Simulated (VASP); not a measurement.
# Co (P6_3/mmc) in VASP: a series of runs

Runs on Co. Level: PBE. Tasks: single point.

All numbers are computed with VASP 6.6.1; they aren't measurements. Logs are shortened: lines on timing, memory, paths and dates and some standing lists are left out, and cuts for length are marked.

**1. The cell of the first run**

It takes space group P6_3/mmc (No. 194, hexagonal). The conventional cell has a = 2.494 Å, b = 2.494 Å, c = 4.030 Å, α = 90.00°, β = 90.00°, γ = 120.00°. Co (site symmetry -6m2) has 12 Co at 2.48 to 2.49 Å within 3.3 Å.

**2. Single point, PBE**

Input file INCAR:

```
PREC = Accurate
ENCUT = 520
EDIFF = 1E-7
ISMEAR = 0
SIGMA = 0.05
LREAL = F
LASPH = T
NELM = 60
ALGO = Normal
ISIF = 2
LWAVE = F
LCHARG = T
GGA = PE
LELF = T
LVHAR = T
NBANDS = 16
```

Input file KPOINTS:

```
regular mesh
0
Gamma
  20 20 12
```

Input file POSCAR:

```
Co
1.0
    2.4937131673      0.0000000000      0.0000000000
   -1.2468565837      2.1596189527      0.0000000000
    0.0000000000      0.0000000000      4.0300901838
Co
2
Direct
    0.3333333333      0.6666666667      0.2500000000
    0.6666666667      0.3333333333      0.7500000000
```

Potentials or basis: VASP PAW PBE potentials, release 64 (Co).

Run with:

```console
$ cat potpaw_PBE.64/Co/POTCAR > POTCAR
$ mpirun -np 1 vasp_std > vasp.out
```

OUTCAR:

```text
PREC = Accurate
   ENCUT = 520
   EDIFF = 1E-7
   ISMEAR = 0
   LREAL = F
   LASPH = T
   NELM = 60
   ISIF = 2
   GGA = PE

 ion  position               nearest neighbor table
   1  0.333  0.667  0.250-   2 2.48   2 2.48   2 2.48   2 2.48   2 2.48   2 2.48
   2  0.667  0.333  0.750-   1 2.48   1 2.48   1 2.48   1 2.48   1 2.48   1 2.48

  LATTYP: Found a hexagonal cell.
 ALAT       =     2.4937131673
 C/A-ratio  =     1.6161001340

  Lattice vectors:

 A1 = (   2.4937131673,   0.0000000000,   0.0000000000)
 A2 = (  -1.2468565837,   2.1596189527,   0.0000000000)
 A3 = (   0.0000000000,   0.0000000000,   4.0300901838)

Analysis of symmetry for initial positions (statically):
=====================================================================
 Subroutine PRICEL returns:
 Original cell was already a primitive cell.

 Routine SETGRP: Setting up the symmetry group for a
 hexagonal supercell.

 Subroutine GETGRP returns: Found 24 space group operations
 (whereof 12 operations were pure point group operations)
 out of a pool of 24 trial point group operations.

The static configuration has the point symmetry D_3d.
 The point group associated with its full space group is D_6h.

Analysis of symmetry for dynamics (positions and initial velocities):
=====================================================================
 Subroutine PRICEL returns:
 Original cell was already a primitive cell.

 Routine SETGRP: Setting up the symmetry group for a
 hexagonal supercell.

 Subroutine GETGRP returns: Found 24 space group operations
 (whereof 12 operations were pure point group operations)
 out of a pool of 24 trial point group operations.

The dynamic configuration has the point symmetry D_3d.
 The point group associated with its full space group is D_6h.

 Subroutine INISYM returns: Found 24 space group operations
 (whereof 12 operations are pure point group operations),
 and found     1 'primitive' translations

----------------------------------------------------------------------------------------

                                     Primitive cell

  volume of cell :      21.7039

  direct lattice vectors                    reciprocal lattice vectors
     2.493713167  0.000000000  0.000000000     0.401008429  0.231522325  0.000000000
    -1.246856584  2.159618953  0.000000000     0.000000000  0.463044649  0.000000000
     0.000000000  0.000000000  4.030090184     0.000000000  0.000000000  0.248133405

  length of vectors
     2.493713167  2.493713167  4.030090184     0.463044649  0.463044649  0.248133405

  position of ions in fractional coordinates (direct lattice)
     0.333333333  0.666666667  0.250000000
     0.666666667  0.333333333  0.750000000

  ion indices of the primitive-cell ions
   primitive index   ion index
                 1           1
                 2           2

----------------------------------------------------------------------------------------

 KPOINTS: regular mesh

Automatic generation of k-mesh.
 Grid dimensions read from file:
 generate k-points for:   20   20   12

 Generating k-lattice:

  Cartesian coordinates                     Fractional coordinates (reciprocal lattice)
     0.020050421  0.011576116  0.000000000     0.050000000  0.000000000  0.000000000
     0.000000000  0.023152232  0.000000000     0.000000000  0.050000000  0.000000000
     0.000000000  0.000000000  0.020677784     0.000000000  0.000000000  0.083333333

  Length of vectors
     0.023152232  0.023152232  0.020677784

  Shift w.r.t. Gamma in fractional coordinates (k-lattice)
     0.000000000  0.000000000  0.000000000

 Subroutine IBZKPT returns following result:
 ===========================================

 Found    308 irreducible k-points:

 Following reciprocal coordinates:
            Coordinates               Weight
  0.000000  0.000000  0.000000      1.000000
  0.050000  0.000000  0.000000      6.000000
  0.100000 -0.000000  0.000000      6.000000
  0.150000  0.000000  0.000000      6.000000
  0.200000 -0.000000  0.000000      6.000000
  0.250000  0.000000  0.000000      6.000000
[... 16 lines left out ...]
  0.200000  0.100000  0.000000     12.000000
  0.250000  0.100000  0.000000     12.000000
 [... further k-points ...]
   k-points           NKPTS =    308   k-points in BZ     NKDIM =    308   number of bands    NBANDS=     16
   number of dos      NEDOS =    301   number of ions     NIONS =      2
   total plane-waves  NPLWV =  12000
   dimension x,y,z NGX =    20 NGY =   20 NGZ =   30
   dimension x,y,z NGXF=    40 NGYF=   40 NGZF=   60
   ions per type =               2
   NGX,Y,Z   is equivalent  to a cutoff of  13.33, 13.33, 12.38 a.u.
   NGXF,Y,Z  is equivalent  to a cutoff of  26.67, 26.67, 24.75 a.u.
 SYSTEM =  unknown system
   PREC   = accura    normal or accurate (medium, high low for compatibility)
   ISTART =      0    job   : 0-new  1-cont  2-samecut
   ICHARG =      2    charge: 1-file 2-atom 10-const
   ISPIN  =      1    spin polarized calculation?
   LNONCOLLINEAR =      F non collinear calculations
   LSORBIT =      F    spin-orbit coupling
   LASPH  =      T    aspherical Exc in radial PAW
   ENCUT  =  520.0 eV  38.22 Ry    6.18 a.u.   4.64  4.64  7.49*2*pi/ulx,y,z
   NELM   =     60;   NELMIN=  2; NELMDL= -5     # of ELM steps
   EDIFF  = 0.1E-06   stopping-criterion for ELM
   LREAL  =      F    real-space projection
   EDIFFG = 0.1E-05   stopping-criterion for IOM
   NSW    =      0    number of steps for IOM
   IBRION =     -1    ionic relax: 0-MD 1-quasi-New 2-CG
   NFREE  =      0    steps in history (QN), initial steepest desc. (CG)
   ISIF   =      2    stress and relaxation
   ISYM   =      2    0-nonsym 1-usesym 2-fastsym
   POTIM  = 0.5000    time-step for ionic-motion
   TEBEG  =    0.0;   TEEND  =   0.0 temperature during run
   PSTRESS=    0.0 pullay stress
   NELECT =      18.0000    total number of electrons
   NUPDOWN=      -1.0000    fix difference up-down
   EMIN   =  10.00;   EMAX   =-10.00  energy-range for DOS
   EFERMI =   0.00;   METHOD = LEGACY
   ISMEAR =     0;   SIGMA  =   0.05  broadening in eV -4-tet -1-fermi 0-gaus
   EFERMI_NEDOS =   21; number of points for ismear=-14 and -15
   IALGO  =     38    algorithm
   IMIX   =      4    mixing-type and parameters
     AMIX     =   0.40;   BMIX     =  1.00
     AMIX_MAG =   1.60;   BMIX_MAG =  1.00
  volume/ion in A,a.u.               =      10.85        73.23
  Fermi-wavevector in a.u.,A,eV,Ry     =   1.538106  2.906598 32.188246  2.365769
  Thomas-Fermi vector in A             =   2.644521
   LORBIT       =      0    0 simple, 1 ext, 2 COOP (PROOUT), +10 PAW based schemes
   GGA     = PE    functional components
   LHFCALC =     F    Hartree Fock is set to
   AEXX    =    0.0000 exact exchange contribution
   IVDW    =     0    specifies the selected vdW correction
   LEPSILON=     F    determine dielectric tensor
   LRPA    =     F    only Hartree local field effects (RPA)
 non-spin polarized calculation
 Gauss-broadening in eV      SIGMA  =   0.05
  energy-cutoff  :      520.00
  volume of cell :       21.70
 maximum number of plane-waves:       597
 NGX is ok and might be reduce to    20
   NGX =  9   NGY =  9   NGZ = 15

 number of electron      17.9999996 magnetization

 Free energy of the ion-electron system (eV)
  ---------------------------------------------------
  ext. energy  EPLUGINS =         0.00000000
  ---------------------------------------------------
  free energy    TOTEN  =       -13.59811221 eV

  energy without entropy =      -13.59101187  energy(sigma->0) =      -13.59456204

 E-fermi :  10.1572     XC(G=0): -13.4198

 val. band max:       10.1567618145   @ k =   0.4000   0.2000   0.2500
 cond. band min:      10.1585044257   @ k =   0.3000   0.0500   0.5000
 fundamental gap:      0.0017426112
 Fermi energy:        10.1571679589

 k-point     1 :       0.0000    0.0000    0.0000
  band No.  band energies     occupation
      1       1.3330      2.00000
      2       5.5518      2.00000
      3       8.3552      2.00000
      4       8.3977      2.00000
      5       8.3977      2.00000
      6       8.7326      2.00000
[... 8 lines left out ...]
     15      34.9172      0.00000
     16      34.9173      0.00000

 k-point     2 :       0.0500    0.0000    0.0000
  band No.  band energies     occupation
      1       1.4210      2.00000
      2       5.6085      2.00000
      3       8.2402      2.00000
      4       8.4405      2.00000
      5       8.4985      2.00000
      6       8.7095      2.00000
[... 8 lines left out ...]
     15      33.3746      0.00000
     16      33.7939      0.00000

 k-point     3 :       0.1000   -0.0000    0.0000
  band No.  band energies     occupation
      1       1.6823      2.00000
      2       5.7697      2.00000
      3       8.0790      2.00000
      4       8.5664      2.00000
      5       8.5916      2.00000
      6       8.6797      2.00000
[... 8 lines left out ...]
     15      32.2869      0.00000
     16      32.4778      0.00000

 k-point     4 :       0.1500    0.0000    0.0000
  band No.  band energies     occupation
      1       2.1074      2.00000
      2       6.0062      2.00000
      3       7.8957      2.00000
      4       8.1643      2.00000
      5       8.5190      2.00000
      6       8.7675      2.00000
[... 8 lines left out ...]
     15      30.8437      0.00000
     16      31.9409      0.00000
[... 324 lines left out ...]
 k-point    22 :       0.1500    0.1000    0.0000
  band No.  band energies     occupation
      1       2.9191      2.00000
      2       6.3840      2.00000
      3       7.5559      2.00000
      4       7.5912      2.00000
      5       8.4305      2.00000
      6       8.5400      2.00000
[... 8 lines left out ...]
     15      26.6625      0.00000
     16      32.2780      0.00000

 k-point    23 :       0.2000    0.1000    0.0000
  band No.  band energies     occupation
      1       3.5948      2.00000
      2       6.5670      2.00000
      3       7.2026      2.00000
      4       7.4468      2.00000
      5       8.3906      2.00000
      6       8.4054      2.00000
[... 8 lines left out ...]
     15      25.6919      0.00000
     16      30.4287      0.00000

 k-point    24 :       0.2500    0.1000    0.0000
  band No.  band energies     occupation
      1       4.3324      2.00000
      2       6.5964      2.00000
      3       6.9087      2.00000
      4       7.4101      2.00000
      5       8.2964      2.00000
      6       8.4291      2.00000
[... 8 lines left out ...]
     15      24.8404      0.00000
     16      28.6247      0.00000

 [... further k-points ...]
[... 5 lines left out ...]
  --------------------------------------------------------------------------------------
  -------------------------------------------------------------------------------------
  Total       -1.5677678     -1.5677678     -1.6678946      0.0000000     -0.0000000      0.0000000
  in kB     -115.7321239   -115.7321239   -123.1234561      0.0000000     -0.0000000      0.0000000
  external PRESSURE =    -118.1959013 kB  Pullay stress =       0.0000000 kB

 VOLUME and BASIS-vectors are now :
 -----------------------------------------------------------------------------
  energy-cutoff  :      520.00
  volume of cell :       21.70
      direct lattice vectors                 reciprocal lattice vectors
     2.493713167  0.000000000  0.000000000     0.401008429  0.231522325  0.000000000
    -1.246856584  2.159618953  0.000000000     0.000000000  0.463044649  0.000000000
     0.000000000  0.000000000  4.030090184     0.000000000  0.000000000  0.248133405

 POSITION                                       TOTAL-FORCE (eV/Angst)
 -----------------------------------------------------------------------------------
     -0.00000      1.43975      1.00752         0.000000     -0.000000      0.000000
      1.24686      0.71987      3.02257        -0.000000      0.000000      0.000000
 -----------------------------------------------------------------------------------
    total drift:                               -0.000000      0.000000     -0.000000

  FREE ENERGIE OF THE ION-ELECTRON SYSTEM (eV)
  ---------------------------------------------------
  free  energy   TOTEN  =       -13.5981122074 eV

  energy  without entropy=      -13.5910118671  energy(sigma->0) =      -13.59456204
```

Run time: 48 s. Hardware: 1 thread of Intel Xeon 6975P-C (Granite Rapids), shared host; peak memory 0.2 GiB.

What came out:

| Item | Value |
| --- | --- |
| Free energy | -13.5981 eV |
| Pressure | -11.8 GPa |
| Band gap on the k mesh | zero (bands 9 and 10 overlap by 1.42 eV) |

Stress tensor (GPa, compression positive):
```
-11.57   0.00   0.00
  0.00 -11.57   0.00
  0.00   0.00 -12.31
```

Caveat: the cell stands under tension; the run has no spin polarisation, though such a crystal can be magnetic. Spin polarisation is off, so any magnetic state and its effect on volume and gap are missing.

**3. Single point, PBE, collinear spin, ferromagnetic start**

Input file INCAR:

```
  PREC = Accurate
  ENCUT = 520
  EDIFF = 1E-7
  ISMEAR = 0
  SIGMA = 0.05
  LREAL = False
  LASPH = True
  NELM = 150
  ALGO = Normal
  ISIF = 2
  LWAVE = False
  LCHARG = True
  ISPIN = 2
  MAGMOM = 1.5 1.5
  LORBIT = 11
  LMAXMIX = 4
  GGA = PE
  LELF = True
  LVHAR = True
  NBANDS = 20
```

KPOINTS is that of step 2.

POSCAR is that of step 2.

Potentials or basis: VASP PAW PBE potentials, release 64 (Co).

Run with:

```console
$ cat potpaw_PBE.64/Co/POTCAR > POTCAR
$ mpirun -np 1 vasp_std > vasp.out
```

It took 2.3 min on 1 thread of Intel Xeon 6975P-C (Granite Rapids), shared host; peak memory 0.29 GiB.

It converged, with:

| Item | Value |
| --- | --- |
| Free energy | -14.0730 eV |
| Pressure | -0.7 GPa |
| Net moment | 3.20 μB per cell |
| Site moments | Co +1.62 μB |
| Valence electrons inside the program's atomic spheres | Co 8.27 |

Stress tensor (GPa, compression positive):
```
-0.68  0.00  0.00
 0.00 -0.68  0.00
 0.00  0.00 -0.86
```

Levels at points of the mesh, in eV from the Fermi level:
Spin up:
| k point | band 8 | band 9 | band 10 | band 11 | band 12 | band 13 | band 14 | band 15 |
| --- | --- | --- | --- | --- | --- | --- | --- | --- |
| (0.00, 0.00, 0.00) | -1.92 | -1.92 | -0.82 | -0.82 | -0.06 | 6.37 | 21.97 | 24.53 |
| (0.50, 0.00, 0.00) | -0.69 | -0.60 | -0.54 | 1.31 | 3.32 | 9.70 | 10.35 | 12.75 |
| (0.00, 0.00, 0.50) | -2.64 | -1.13 | -1.13 | -1.13 | -1.13 | 15.05 | 15.05 | 22.70 |
| (0.50, 0.00, 0.50) | -1.05 | -0.60 | -0.60 | 1.61 | 1.61 | 7.26 | 7.26 | 18.34 |
Spin down:
| k point | band 5 | band 6 | band 7 | band 8 | band 9 | band 10 |
| --- | --- | --- | --- | --- | --- | --- |
| (0.00, 0.00, 0.00) | -0.95 | -0.58 | -0.58 | -0.17 | -0.17 | -0.13 |
| (0.50, 0.00, 0.00) | -1.11 | -1.02 | -0.61 | 1.18 | 1.31 | 1.35 |
| (0.00, 0.00, 0.50) | -1.02 | -1.02 | -1.02 | -1.02 | 0.72 | 0.72 |
| (0.50, 0.00, 0.50) | -0.05 | -0.05 | 0.25 | 0.25 | 1.28 | 1.28 |

**4. Single point, PBE, collinear spin, antiferromagnetic start**

Input file INCAR:

```
SYSTEM = Co
PREC     = Accurate       ! precision mode
ENCUT    = 520            ! plane-wave cutoff, eV
EDIFF    = 1E-6           ! SCF threshold, eV
ISMEAR   = 0              ! smearing method
SIGMA    = 0.05           ! smearing width, eV
LREAL    = .False.        ! projectors in reciprocal space
LASPH    = .True.         ! aspherical terms in the spheres
NELM     = 150            ! most SCF steps
ALGO     = Normal         ! electronic algorithm
ISIF     = 2              ! what is computed and relaxed
LWAVE    = .False.        ! write WAVECAR
LCHARG   = .False.        ! write CHGCAR
ISPIN    = 2              ! spin polarisation
MAGMOM   = 1.5 -1.5       ! initial moments
LORBIT   = 11             ! projections on sites
LMAXMIX  = 4              ! l up to which the mixer works
GGA      = PE             ! functional
NBANDS   = 20             ! bands
```

Input file KPOINTS:

```
Automatic mesh
0
Gamma
  20 20 12
  0 0 0
```

POSCAR is that of step 3.

Potentials or basis: VASP PAW PBE potentials, release 64 (Co).

Run with:

```console
$ cat potpaw_PBE.64/Co/POTCAR > POTCAR
$ mpirun -np 1 vasp_std > vasp.out
```

OUTCAR:

```text
SYSTEM = Co
   PREC = Accurate
   ENCUT = 520
   EDIFF = 1E-6
   ISMEAR = 0
   LREAL = .False.
   LASPH = .True.
   NELM = 150
   ISIF = 2
   ISPIN = 2
   LORBIT = 11
   GGA = PE

 ion  position               nearest neighbor table
   1  0.333  0.667  0.250-   2 2.48   2 2.48   2 2.48   2 2.48   2 2.48   2 2.48
   2  0.667  0.333  0.750-   1 2.48   1 2.48   1 2.48   1 2.48   1 2.48   1 2.48

  LATTYP: Found a hexagonal cell.
 ALAT       =     2.4937131673
 C/A-ratio  =     1.6161001340

  Lattice vectors:

 A1 = (   2.4937131673,   0.0000000000,   0.0000000000)
 A2 = (  -1.2468565837,   2.1596189527,   0.0000000000)
 A3 = (   0.0000000000,   0.0000000000,   4.0300901838)

[... 1325 lines left out ...]
  energy-cutoff  :      520.00
  volume of cell :       21.70
      direct lattice vectors                 reciprocal lattice vectors
     2.493713167  0.000000000  0.000000000     0.401008429  0.231522325  0.000000000
    -1.246856584  2.159618953  0.000000000     0.000000000  0.463044649  0.000000000
     0.000000000  0.000000000  4.030090184     0.000000000  0.000000000  0.248133405

 POSITION                                       TOTAL-FORCE (eV/Angst)
 -----------------------------------------------------------------------------------
     -0.00000      1.43975      1.00752        -0.000000      0.000000      0.000000
      1.24686      0.71987      3.02257         0.000000     -0.000000      0.000000
 -----------------------------------------------------------------------------------
    total drift:                               -0.000000      0.000000     -0.000000

  FREE ENERGIE OF THE ION-ELECTRON SYSTEM (eV)
  ---------------------------------------------------
  free  energy   TOTEN  =       -13.6125833030 eV

  energy  without entropy=      -13.6055204622  energy(sigma->0) =      -13.60905188

 total charge

# of ion       s       p       d       tot
------------------------------------------
    1        0.484   0.518   7.270   8.271
    2        0.484   0.518   7.270   8.271
--------------------------------------------------
tot          0.967   1.036  14.539  16.542

 magnetization (x)

# of ion       s       p       d       tot
------------------------------------------
    1        0.000   0.006   0.921   0.927
    2       -0.000  -0.006  -0.921  -0.927
--------------------------------------------------
tot          0.000   0.000   0.000   0.000
```

stdout:

```text
POSCAR found type information on POSCAR Co
 POSCAR found :  1 types and       2 ions
 scaLAPACK will be used
 LDA part: xc-table for (Slater+PW92), standard interpolation
 POSCAR, INCAR and KPOINTS ok, starting setup
 FFT: planning ... GRIDC
 FFT: planning ... GRID_SOFT
 FFT: planning ... GRID
 WAVECAR not read
 entering main loop
```

Run time: 2.3 min. Hardware: 1 thread of Intel Xeon 6975P-C (Granite Rapids), shared host; peak memory 0.29 GiB.

What came out:

- Free energy: -13.6126 eV
- Pressure: -7.2 GPa
- Band gap on the k mesh: zero (filled and empty bands overlap)
- Net moment: 0.00 μB per cell
- Site moments: Co +0.93, -0.93 μB
- Valence electrons inside the program's atomic spheres: Co 8.27

Caveat: the cell stands under tension; the antiferromagnetic order is the one typed at the start, and another may lie lower.

**5. Overview**

```tsv
spin	gap on the mesh (eV)	pressure (GPa)	moment (μB)
off	none	-11.8	-
collinear, ferromagnetic start	none	-0.7	3.20
collinear, antiferromagnetic start	none	-7.2	0.00
```

Alike in all rows: task single point; level PBE; potentials or basis VASP PAW PBE potentials, release 64 (Co); cell as given; k mesh 20 × 20 × 12; cutoff (eV) 520; smearing gaussian 0.05 eV.

Caveats: the cell stands under tension (at least some runs); the antiferromagnetic order is the one typed at the start, and another may lie lower (at least some runs).

Total energies depend on the potentials used, so only differences within one code and one set of settings carry meaning.
